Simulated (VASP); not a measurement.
# Al (Fd-3m) in VASP: electric field gradients with PBEsol

Aim: the electric field gradients of Al with PBEsol.

Program: VASP 6.6.1. These are calculated values, not measurements. Logs are shortened: lines on timing, memory, paths and dates and some standing lists are left out, and cuts for length are marked.

### Step 1. The cell of the first run

The structure is cubic, space group Fd-3m (No. 227). The conventional cell has a = 5.483 Å, b = 5.483 Å, c = 5.483 Å, α = 90.00°, β = 90.00°, γ = 90.00°. Al (site symmetry -43m) has 4 Al at 2.37 Å within 3.1 Å.

### Step 2. Electric field gradients, PBEsol

File INCAR:

```
SYSTEM = Al
ALGO = Normal
EDIFF = 1E-8
ENCUT = 520
GGA = PS
ISIF = 2
ISMEAR = -1
LASPH = .True.
LCHARG = .False.
LEFG = .True.
LREAL = .False.
LWAVE = .False.
NBANDS = 10
NELM = 100
PREC = Accurate
SIGMA = 0.05
```

File KPOINTS:

```
k-points
0
Gamma
  10 10 10
  0 0 0
```

File POSCAR:

```
Al
1.0
    0.0000000000      2.7415165562      2.7415165562
    2.7415165562      0.0000000000      2.7415165562
    2.7415165562      2.7415165562      0.0000000000
Al
2
Direct
   -0.1250000000     -0.1250000000     -0.1250000000
    0.1250000000      0.1250000000      0.1250000000
```

Potentials or basis: VASP PAW PBE potentials, release 64 (Al).

On the command line:

```console
$ cat potpaw_PBE.64/Al/POTCAR > POTCAR
$ mpirun -np 1 vasp_std > vasp.out
```

OUTCAR:

```text
SYSTEM = Al
   EDIFF = 1E-8
   ENCUT = 520
   GGA = PS
   ISIF = 2
   ISMEAR = -1
   LASPH = .True.
   LREAL = .False.
   NELM = 100
   PREC = Accurate

 ion  position               nearest neighbor table
   1  0.875  0.875  0.875-   2 2.37   2 2.37   2 2.37   2 2.37
   2  0.125  0.125  0.125-   1 2.37   1 2.37   1 2.37   1 2.37

  LATTYP: Found a face centered cubic cell.
 ALAT       =     5.4830331124

  Lattice vectors:

 A1 = (   0.0000000000,   2.7415165562,   2.7415165562)
 A2 = (   2.7415165562,   0.0000000000,   2.7415165562)
 A3 = (   2.7415165562,   2.7415165562,   0.0000000000)

Analysis of symmetry for initial positions (statically):
=====================================================================
 Subroutine PRICEL returns:
 Original cell was already a primitive cell.

 Routine SETGRP: Setting up the symmetry group for a
 face centered cubic supercell.

 Subroutine GETGRP returns: Found 48 space group operations
 (whereof 12 operations were pure point group operations)
 out of a pool of 48 trial point group operations.

The static configuration has the point symmetry D_3d.
 The point group associated with its full space group is O_h .

Analysis of symmetry for dynamics (positions and initial velocities):
=====================================================================
 Subroutine PRICEL returns:
 Original cell was already a primitive cell.

 Routine SETGRP: Setting up the symmetry group for a
 face centered cubic supercell.

 Subroutine GETGRP returns: Found 48 space group operations
 (whereof 12 operations were pure point group operations)
 out of a pool of 48 trial point group operations.

The dynamic configuration has the point symmetry D_3d.
 The point group associated with its full space group is O_h .

 Subroutine INISYM returns: Found 48 space group operations
 (whereof 12 operations are pure point group operations),
 and found     1 'primitive' translations

----------------------------------------------------------------------------------------

                                     Primitive cell

  volume of cell :      41.2100

  direct lattice vectors                    reciprocal lattice vectors
     0.000000000  2.741516556  2.741516556    -0.182380806  0.182380806  0.182380806
     2.741516556  0.000000000  2.741516556     0.182380806 -0.182380806  0.182380806
     2.741516556  2.741516556  0.000000000     0.182380806  0.182380806 -0.182380806

  length of vectors
     3.877089895  3.877089895  3.877089895     0.315892823  0.315892823  0.315892823

  position of ions in fractional coordinates (direct lattice)
     0.875000000  0.875000000  0.875000000
     0.125000000  0.125000000  0.125000000

  ion indices of the primitive-cell ions
   primitive index   ion index
                 1           1
                 2           2

----------------------------------------------------------------------------------------

 KPOINTS: k-points

Automatic generation of k-mesh.
 Grid dimensions read from file:
 generate k-points for:   10   10   10

 Generating k-lattice:

  Cartesian coordinates                     Fractional coordinates (reciprocal lattice)
    -0.018238081  0.018238081  0.018238081     0.100000000  0.000000000  0.000000000
     0.018238081 -0.018238081  0.018238081     0.000000000  0.100000000  0.000000000
     0.018238081  0.018238081 -0.018238081     0.000000000  0.000000000  0.100000000

  Length of vectors
     0.031589282  0.031589282  0.031589282

  Shift w.r.t. Gamma in fractional coordinates (k-lattice)
     0.000000000  0.000000000  0.000000000

 Subroutine IBZKPT returns following result:
 ===========================================

 Found     47 irreducible k-points:

 Following reciprocal coordinates:
            Coordinates               Weight
  0.000000  0.000000  0.000000      1.000000
  0.100000  0.000000  0.000000      8.000000
  0.200000  0.000000  0.000000      8.000000
  0.300000  0.000000  0.000000      8.000000
  0.400000  0.000000  0.000000      8.000000
  0.500000  0.000000  0.000000      4.000000
[... 16 lines left out ...]
  0.300000  0.300000  0.000000      6.000000
  0.400000  0.300000  0.000000     24.000000
 [... further k-points ...]
   k-points           NKPTS =     47   k-points in BZ     NKDIM =     47   number of bands    NBANDS=     10
   number of dos      NEDOS =    301   number of ions     NIONS =      2
   total plane-waves  NPLWV =  27000
   dimension x,y,z NGX =    30 NGY =   30 NGZ =   30
   dimension x,y,z NGXF=    60 NGYF=   60 NGZF=   60
   ions per type =               2
   NGX,Y,Z   is equivalent  to a cutoff of  12.86, 12.86, 12.86 a.u.
   NGXF,Y,Z  is equivalent  to a cutoff of  25.73, 25.73, 25.73 a.u.
 SYSTEM =  Al
   PREC   = accura    normal or accurate (medium, high low for compatibility)
   ISTART =      0    job   : 0-new  1-cont  2-samecut
   ICHARG =      2    charge: 1-file 2-atom 10-const
   ISPIN  =      1    spin polarized calculation?
   LNONCOLLINEAR =      F non collinear calculations
   LSORBIT =      F    spin-orbit coupling
   LASPH  =      T    aspherical Exc in radial PAW
   ENCUT  =  520.0 eV  38.22 Ry    6.18 a.u.   7.21  7.21  7.21*2*pi/ulx,y,z
   NELM   =    100;   NELMIN=  2; NELMDL= -5     # of ELM steps
   EDIFF  = 0.1E-07   stopping-criterion for ELM
   LREAL  =      F    real-space projection
   EDIFFG = 0.1E-06   stopping-criterion for IOM
   NSW    =      0    number of steps for IOM
   IBRION =     -1    ionic relax: 0-MD 1-quasi-New 2-CG
   NFREE  =      0    steps in history (QN), initial steepest desc. (CG)
   ISIF   =      2    stress and relaxation
   ISYM   =      2    0-nonsym 1-usesym 2-fastsym
   POTIM  = 0.5000    time-step for ionic-motion
   TEBEG  =    0.0;   TEEND  =   0.0 temperature during run
   PSTRESS=    0.0 pullay stress
   NELECT =       6.0000    total number of electrons
   NUPDOWN=      -1.0000    fix difference up-down
   EMIN   =  10.00;   EMAX   =-10.00  energy-range for DOS
   EFERMI =   0.00;   METHOD = LEGACY
   ISMEAR =    -1;   SIGMA  =   0.05  broadening in eV -4-tet -1-fermi 0-gaus
   EFERMI_NEDOS =   21; number of points for ismear=-14 and -15
   IALGO  =     38    algorithm
   IMIX   =      4    mixing-type and parameters
     AMIX     =   0.40;   BMIX     =  1.00
     AMIX_MAG =   1.60;   BMIX_MAG =  1.00
  volume/ion in A,a.u.               =      20.61       139.05
  Fermi-wavevector in a.u.,A,eV,Ry     =   0.861240  1.627508 10.091917  0.741735
  Thomas-Fermi vector in A             =   1.978865
   LORBIT       =      0    0 simple, 1 ext, 2 COOP (PROOUT), +10 PAW based schemes
   GGA     = PS    functional components
   LHFCALC =     F    Hartree Fock is set to
   AEXX    =    0.0000 exact exchange contribution
   IVDW    =     0    specifies the selected vdW correction
   LEPSILON=     F    determine dielectric tensor
   LRPA    =     F    only Hartree local field effects (RPA)
 non-spin polarized calculation
  energy-cutoff  :      520.00
  volume of cell :       41.21
 maximum number of plane-waves:      1123
 NGX is ok and might be reduce to    30
   NGX = 15   NGY = 15   NGZ = 15

 number of electron       6.0000000 magnetization

 Free energy of the ion-electron system (eV)
  ---------------------------------------------------
  ext. energy  EPLUGINS =         0.00000000
  ---------------------------------------------------
  free energy    TOTEN  =        -5.93398460 eV

  energy without entropy =       -5.92582679  energy(sigma->0) =       -5.92990570

 E-fermi :   4.8440     XC(G=0):  -9.2425

 val. band max:        4.8419083397   @ k =   0.5000   0.3000   0.0000
 cond. band min:       4.9219886573   @ k =  -0.3000   0.3000   0.1000
 fundamental gap:      0.0800803176
 Fermi energy:         4.8439696319

 k-point     1 :       0.0000    0.0000    0.0000
  band No.  band energies     occupation
      1      -4.3571      2.00000
      2       7.5939      0.00000
      3       7.5939      0.00000
      4       7.5939      0.00000
      5       9.4085      0.00000
      6       9.4085      0.00000
      7       9.4085      0.00000
      8      13.2191      0.00000
      9      13.4357      0.00000
     10      13.4357      0.00000

 k-point     2 :       0.1000    0.0000    0.0000
  band No.  band energies     occupation
      1      -4.2177      2.00000
      2       6.4210      0.00000
      3       7.3447      0.00000
      4       7.3447      0.00000
      5       9.7549      0.00000
      6       9.7697      0.00000
      7       9.7697      0.00000
      8      12.9888      0.00000
      9      12.9888      0.00000
     10      13.6724      0.00000

 k-point     3 :       0.2000    0.0000    0.0000
  band No.  band energies     occupation
      1      -3.8030      2.00000
      2       4.5163      1.99716
      3       6.9349      0.00000
      4       6.9349      0.00000
      5       9.7618      0.00000
      6      10.2277      0.00000
      7      10.2277      0.00000
      8      12.6724      0.00000
      9      12.6724      0.00000
     10      14.2186      0.00000

 k-point     4 :       0.3000    0.0000    0.0000
  band No.  band energies     occupation
      1      -3.1286      2.00000
      2       2.6529      2.00000
      3       6.6173      0.00000
      4       6.6173      0.00000
      5       9.5845      0.00000
      6      10.0385      0.00000
      7      10.0385      0.00000
      8      13.5017      0.00000
      9      13.5017      0.00000
     10      13.7384      0.00000
[... 222 lines left out ...]
 k-point    22 :      -0.2000    0.2000    0.0000
  band No.  band energies     occupation
      1      -2.8991      2.00000
      2       3.3656      2.00000
      3       3.9986      2.00000
      4       6.7262      0.00000
      5       9.7341      0.00000
      6      10.8346      0.00000
      7      11.2919      0.00000
      8      11.6240      0.00000
      9      12.8719      0.00000
     10      17.2600      0.00000

 k-point    23 :       0.3000    0.3000    0.0000
  band No.  band energies     occupation
      1      -2.7018      2.00000
      2       3.7782      2.00000
      3       5.0253      0.05186
      4       5.0253      0.05186
      5       7.3298      0.00000
      6       8.2570      0.00000
      7      13.8332      0.00000
      8      13.8332      0.00000
      9      15.1721      0.00000
     10      18.3321      0.00000

 k-point    24 :       0.4000    0.3000    0.0000
  band No.  band energies     occupation
      1      -2.0339      2.00000
      2       2.6993      2.00000
      3       4.2058      1.99999
      4       4.8180      1.25408
      5       7.4085      0.00000
      6       8.3602      0.00000
      7      13.8799      0.00000
      8      14.2889      0.00000
      9      16.4666      0.00000
     10      18.5255      0.00000

 [... further k-points ...]
[... 5 lines left out ...]
  --------------------------------------------------------------------------------------
  -------------------------------------------------------------------------------------
  Total        4.7268933      4.7268933      4.7268933      0.0000000     -0.0000000      0.0000000
  in kB      183.7738711    183.7738711    183.7738711      0.0000000     -0.0000000      0.0000000
  external PRESSURE =     183.7738711 kB  Pullay stress =       0.0000000 kB

 VOLUME and BASIS-vectors are now :
 -----------------------------------------------------------------------------
  energy-cutoff  :      520.00
  volume of cell :       41.21
      direct lattice vectors                 reciprocal lattice vectors
     0.000000000  2.741516556  2.741516556    -0.182380806  0.182380806  0.182380806
     2.741516556  0.000000000  2.741516556     0.182380806 -0.182380806  0.182380806
     2.741516556  2.741516556  0.000000000     0.182380806  0.182380806 -0.182380806

 POSITION                                       TOTAL-FORCE (eV/Angst)
 -----------------------------------------------------------------------------------
      4.79765      4.79765      4.79765         0.000000      0.000000      0.000000
      0.68538      0.68538      0.68538        -0.000000     -0.000000     -0.000000
 -----------------------------------------------------------------------------------
    total drift:                               -0.000000     -0.000000      0.000000

  FREE ENERGIE OF THE ION-ELECTRON SYSTEM (eV)
  ---------------------------------------------------
  free  energy   TOTEN  =        -5.9339845977 eV

  energy  without entropy=       -5.9258267947  energy(sigma->0) =       -5.92990570

 Electric field gradients (V/A^2)
---------------------------------------------------------------------
 ion       V_xx      V_yy      V_zz      V_xy      V_xz      V_yz
---------------------------------------------------------------------
   1       0.000     0.000     0.000     0.000     0.000     0.000
   2       0.000     0.000     0.000     0.000     0.000     0.000
---------------------------------------------------------------------

 Electric field gradients after diagonalization (V/A^2)
 (convention: |V_zz| > |V_xx| > |V_yy|)
----------------------------------------------------------------------
 ion       V_xx      V_yy      V_zz     asymmetry (V_yy - V_xx)/ V_zz
----------------------------------------------------------------------
   1      -0.000    -0.000     0.000       0.000
   2      -0.000    -0.000     0.000       0.000
----------------------------------------------------------------------

           NMR quadrupolar parameters

 Cq : quadrupolar parameter    Cq=e*Q*V_zz/h
 eta: asymmetry parameters     (V_yy - V_xx)/ V_zz
 Q  : nuclear electric quadrupole moment in mb (millibarn)
----------------------------------------------------------------------
 ion       Cq(MHz)       eta       Q (mb)
----------------------------------------------------------------------
   1       0.000       0.000       1.000
   2       0.000       0.000       1.000
----------------------------------------------------------------------
```

Run time: 22 s. Hardware: 1 thread of Intel Xeon 6975P-C (Granite Rapids), shared host; peak memory 0.16 GiB.

What came out:

| Quantity | Value |
| --- | --- |
| Free energy | -5.9340 eV |
| Pressure | 18.4 GPa |
| Band gap on the k mesh | zero (band 3 reaches 7.59 eV, above the bottom of band 4 at 2.96 eV) |

Caveat: without QUAD_EFG the Cq values of the log hold for a quadrupole moment of 1 mb, not for the nuclei; the PAW data sets were made with another functional, which shifts forces and pressure a little.
